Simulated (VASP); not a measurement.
# MgB2 (P6/mmm) in VASP: a series of runs, part 2 of 2

VASP 6.6.1. Earlier steps stand in the parts before.

### Step 4. Single point, PBE

This run uses another cell than the first one, of 10.45 Å³/atom, 1.052 times its volume.

INCAR reads:

```
SYSTEM = MgB2
ALGO = Normal
EDIFF = 1E-7
ENCUT = 520
GGA = PE
ISIF = 2
ISMEAR = 0
LASPH = .TRUE.
LCHARG = .FALSE.
LREAL = .FALSE.
LWAVE = .FALSE.
NBANDS = 11
NELM = 100
PREC = Accurate
SIGMA = 0.1
```

KPOINTS reads:

```
k-points
0
G
  10 10 8
  0 0 0
```

POSCAR reads:

```
MgB2
1.0
    3.1651654773      0.0000000000      0.0000000000
   -1.5825827386      2.7411133302      0.0000000000
    0.0000000000      0.0000000000      3.6145471561
Mg B
1 2
Direct
    0.0000000000      0.0000000000      0.0000000000
    0.3333333333      0.6666666667      0.5000000000
    0.6666666667      0.3333333333      0.5000000000
```

Potentials or basis: VASP PAW PBE potentials, release 64 (Mg, B).

Command:

```sh
$ cat potpaw_PBE.64/Mg/POTCAR potpaw_PBE.64/B/POTCAR > POTCAR
$ mpirun -np 1 vasp_std > vasp.out
```

OUTCAR:

```text
SYSTEM = MgB2
   EDIFF = 1E-7
   ENCUT = 520
   GGA = PE
   ISIF = 2
   ISMEAR = 0
   LASPH = .TRUE.
   LREAL = .FALSE.
   NELM = 100
   PREC = Accurate

 ion  position               nearest neighbor table
   1  0.000  0.000  0.000-   2 2.57   2 2.57   3 2.57   3 2.57   2 2.57   3 2.57   2 2.57   3 2.57
                             3 2.57   3 2.57   2 2.57   2 2.57
   2  0.333  0.667  0.500-   3 1.83   3 1.83   3 1.83   1 2.57   1 2.57   1 2.57   1 2.57   1 2.57
                             1 2.57
   3  0.667  0.333  0.500-   2 1.83   2 1.83   2 1.83   1 2.57   1 2.57   1 2.57   1 2.57   1 2.57
                             1 2.57

  LATTYP: Found a hexagonal cell.
 ALAT       =     3.1651654773
 C/A-ratio  =     1.1419773096

  Lattice vectors:

 A1 = (   3.1651654773,   0.0000000000,   0.0000000000)
 A2 = (  -1.5825827386,   2.7411133302,   0.0000000000)
 A3 = (   0.0000000000,   0.0000000000,   3.6145471561)

Analysis of symmetry for initial positions (statically):
=====================================================================
 Subroutine PRICEL returns:
 Original cell was already a primitive cell.

 Routine SETGRP: Setting up the symmetry group for a
 hexagonal supercell.

 Subroutine GETGRP returns: Found 24 space group operations
 (whereof 24 operations were pure point group operations)
 out of a pool of 24 trial point group operations.

The static configuration has the point symmetry D_6h.

Analysis of symmetry for dynamics (positions and initial velocities):
=====================================================================
 Subroutine PRICEL returns:
 Original cell was already a primitive cell.

 Routine SETGRP: Setting up the symmetry group for a
 hexagonal supercell.

 Subroutine GETGRP returns: Found 24 space group operations
 (whereof 24 operations were pure point group operations)
 out of a pool of 24 trial point group operations.

The dynamic configuration has the point symmetry D_6h.

 Subroutine INISYM returns: Found 24 space group operations
 (whereof 24 operations are pure point group operations),
 and found     1 'primitive' translations

----------------------------------------------------------------------------------------

                                     Primitive cell

  volume of cell :      31.3601

  direct lattice vectors                    reciprocal lattice vectors
     3.165165477  0.000000000  0.000000000     0.315939248  0.182407635  0.000000000
    -1.582582739  2.741113330  0.000000000     0.000000000  0.364815270  0.000000000
     0.000000000  0.000000000  3.614547156     0.000000000  0.000000000  0.276659830

  length of vectors
     3.165165477  3.165165148  3.614547156     0.364815232  0.364815270  0.276659830

  position of ions in fractional coordinates (direct lattice)
     0.000000000  0.000000000  0.000000000
     0.333333333  0.666666667  0.500000000
     0.666666667  0.333333333  0.500000000

  ion indices of the primitive-cell ions
   primitive index   ion index
                 1           1
                 2           2
                 3           3

----------------------------------------------------------------------------------------

 KPOINTS: k-points

Automatic generation of k-mesh.
[... 49 lines left out ...]
   number of dos      NEDOS =    301   number of ions     NIONS =      3
   total plane-waves  NPLWV =  16128
   dimension x,y,z NGX =    24 NGY =   24 NGZ =   28
   dimension x,y,z NGXF=    48 NGYF=   48 NGZF=   56
   ions per type =               1   2
   NGX,Y,Z   is equivalent  to a cutoff of  12.61, 12.61, 12.88 a.u.
   NGXF,Y,Z  is equivalent  to a cutoff of  25.21, 25.21, 25.76 a.u.
 SYSTEM =  MgB2
   PREC   = accura    normal or accurate (medium, high low for compatibility)
   ISTART =      0    job   : 0-new  1-cont  2-samecut
   ICHARG =      2    charge: 1-file 2-atom 10-const
   ISPIN  =      1    spin polarized calculation?
   LNONCOLLINEAR =      F non collinear calculations
   LSORBIT =      F    spin-orbit coupling
   LASPH  =      T    aspherical Exc in radial PAW
   ENCUT  =  520.0 eV  38.22 Ry    6.18 a.u.   5.89  5.89  6.72*2*pi/ulx,y,z
   NELM   =    100;   NELMIN=  2; NELMDL= -5     # of ELM steps
   EDIFF  = 0.1E-06   stopping-criterion for ELM
   LREAL  =      F    real-space projection
   EDIFFG = 0.1E-05   stopping-criterion for IOM
   NSW    =      0    number of steps for IOM
   IBRION =     -1    ionic relax: 0-MD 1-quasi-New 2-CG
   NFREE  =      0    steps in history (QN), initial steepest desc. (CG)
   ISIF   =      2    stress and relaxation
   ISYM   =      2    0-nonsym 1-usesym 2-fastsym
   POTIM  = 0.5000    time-step for ionic-motion
   TEBEG  =    0.0;   TEEND  =   0.0 temperature during run
   PSTRESS=    0.0 pullay stress
   NELECT =       8.0000    total number of electrons
   NUPDOWN=      -1.0000    fix difference up-down
   EMIN   =  10.00;   EMAX   =-10.00  energy-range for DOS
   EFERMI =   0.00;   METHOD = LEGACY
   ISMEAR =     0;   SIGMA  =   0.10  broadening in eV -4-tet -1-fermi 0-gaus
   EFERMI_NEDOS =   21; number of points for ismear=-14 and -15
   IALGO  =     38    algorithm
   IMIX   =      4    mixing-type and parameters
     AMIX     =   0.40;   BMIX     =  1.00
     AMIX_MAG =   1.60;   BMIX_MAG =  1.00
  volume/ion in A,a.u.               =      10.45        70.54
  Fermi-wavevector in a.u.,A,eV,Ry     =   1.038275  1.962055 14.667284  1.078015
  Thomas-Fermi vector in A             =   2.172752
   LORBIT       =      0    0 simple, 1 ext, 2 COOP (PROOUT), +10 PAW based schemes
   GGA     = PE    functional components
   LHFCALC =     F    Hartree Fock is set to
   AEXX    =    0.0000 exact exchange contribution
   IVDW    =     0    specifies the selected vdW correction
   LEPSILON=     F    determine dielectric tensor
   LRPA    =     F    only Hartree local field effects (RPA)
 non-spin polarized calculation
 Gauss-broadening in eV      SIGMA  =   0.10
  energy-cutoff  :      520.00
  volume of cell :       31.36
 maximum number of plane-waves:       864
 NGX is ok and might be reduce to    24
   NGX = 11   NGY = 11   NGZ = 13

 number of electron       8.0000000 magnetization

 Free energy of the ion-electron system (eV)
  ---------------------------------------------------
  ext. energy  EPLUGINS =         0.00000000
  ---------------------------------------------------
  free energy    TOTEN  =       -15.22970403 eV

  energy without entropy =      -15.22639537  energy(sigma->0) =      -15.22804970

 E-fermi :   4.7770     XC(G=0): -10.6127

 val. band max:        4.7432868747   @ k =   0.4000   0.2000   0.1250
 cond. band min:       4.8161006024   @ k =   0.3000   0.2000   0.0000
 fundamental gap:      0.0728137277
 Fermi energy:         4.7769699960

 k-point     1 :       0.0000    0.0000    0.0000
  band No.  band energies     occupation
      1      -7.2173      2.00000
      2       1.9592      2.00000
      3       5.0561      0.00008
      4       5.0561      0.00008
      5       6.1892      0.00000
      6      10.7178      0.00000
      7      10.7178      0.00000
      8      11.9859      0.00000
      9      14.0165      0.00000
     10      16.5924      0.00000
     11      20.1782      0.00000
[... 309 lines left out ...]
 k-point    24 :       0.4000    0.1000    0.1250
  band No.  band energies     occupation
      1      -3.7889      2.00000
      2      -2.0571      2.00000
      3       2.0395      2.00000
      4       4.1194      2.00000
      5       6.8387      0.00000
      6       9.6042      0.00000
      7      10.6143      0.00000
      8      12.3513      0.00000
      9      14.3084      0.00000
     10      17.2698      0.00000
     11      18.1807      0.00000

 [... further k-points ...]

------------------------ aborting loop because EDIFF is reached ----------------------------------------

  FORCE on cell =-STRESS in cart. coord.  units (eV):
  Direction    XX          YY          ZZ          XY          YZ          ZX
  --------------------------------------------------------------------------------------
  -------------------------------------------------------------------------------------
  Total       -2.4241496     -2.4241489     -1.6758625     -0.0000000      0.0000000     -0.0000000
  in kB     -123.8490532   -123.8490188    -85.6192959     -0.0000000      0.0000000     -0.0000000
  external PRESSURE =    -111.1057893 kB  Pullay stress =       0.0000000 kB

 VOLUME and BASIS-vectors are now :
 -----------------------------------------------------------------------------
  energy-cutoff  :      520.00
  volume of cell :       31.36
      direct lattice vectors                 reciprocal lattice vectors
     3.165165477  0.000000000  0.000000000     0.315939248  0.182407635  0.000000000
    -1.582582739  2.741113330  0.000000000     0.000000000  0.364815270  0.000000000
     0.000000000  0.000000000  3.614547156     0.000000000  0.000000000  0.276659830

 POSITION                                       TOTAL-FORCE (eV/Angst)
 -----------------------------------------------------------------------------------
      0.00000      0.00000      0.00000        -0.000000      0.000000      0.000000
     -0.00000      1.82741      1.80727         0.000000      0.000000      0.000000
      1.58258      0.91370      1.80727         0.000000     -0.000000     -0.000000
 -----------------------------------------------------------------------------------
    total drift:                                0.000000     -0.000000      0.000000

  FREE ENERGIE OF THE ION-ELECTRON SYSTEM (eV)
  ---------------------------------------------------
  free  energy   TOTEN  =       -15.2297040292 eV

  energy  without entropy=      -15.2263953734  energy(sigma->0) =      -15.22804970
```

Wall time 12 s (1 thread of AMD EPYC 9R45 (Zen 5), shared host); peak memory 0.13 GiB.

What came out:

* Free energy: -15.2297 eV
* Pressure: -11.1 GPa
* Band gap on the k mesh: zero (band 4 reaches 5.83 eV, above the bottom of band 5 at 3.48 eV)

### Step 5. Summary

| cell | gap on the mesh (eV) | pressure (GPa) |
| --- | --- | --- |
| a = 3.112, b = 3.112, c = 3.554 Å, angles 90.0, 90.0, 120.0°, 3 atoms | none | -4.9 |
| a = 3.139, b = 3.139, c = 3.585 Å, angles 90.0, 90.0, 120.0°, 3 atoms | none | -8.2 |
| a = 3.165, b = 3.165, c = 3.615 Å, angles 90.0, 90.0, 120.0°, 3 atoms | none | -11.1 |

Alike in all rows: task single point; level PBE; potentials or basis VASP PAW PBE potentials, release 64 (Mg, B); no spin polarisation; k mesh 10 × 10 × 8; cutoff (eV) 520; smearing gaussian 0.1 eV.

Total energies depend on the potentials used, so only differences within one code and one set of settings carry meaning.
